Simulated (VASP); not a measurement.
Runs of VASP 6.6.1 on Te5Pd. The structure is that of space group F-43m (No. 216), or close to it. The cells are those of the table. The cell was built from a structure type or drawn by symmetry, and may not be a known phase.

```csv
task,cell,k mesh,cutoff (eV),gap on the mesh (eV),pressure (GPa),relaxed volume (Å³/atom)
single point,"a = 6.261 Å, angles 60.0°, 6 atoms",8 × 8 × 8,520,none,-0.1,-
single point,"a = 6.438 Å, angles 60.0°, 6 atoms",4 × 4 × 4,520,none,-3.2,-
relaxation of cell and atoms,"relaxed from a = 6.438 Å, angles 60.0°, 6 atoms",8 × 8 × 8,600,none,0.0,28.86
relaxation of cell and atoms,"relaxed from a = 6.261 Å, angles 60.0°, 6 atoms",8 × 8 × 8,600,none,0.0,(a)
```

Alike in all rows: level PBE; potentials or basis VASP PAW PBE potentials, release 64 (Te, Pd); no spin polarisation; smearing gaussian 0.1 eV.

Problem. Estimate the missing entries.

Solution. (a) 28.85.

Caveats: spin-orbit coupling is left out, which moves the levels of the heavy elements; the cell stands under tension (at least some runs).

A k mesh can miss the band edges, and the runs leave out spin-orbit coupling on Pd, Te.

A gap of «none» marks levels without a gap at the run's occupations.
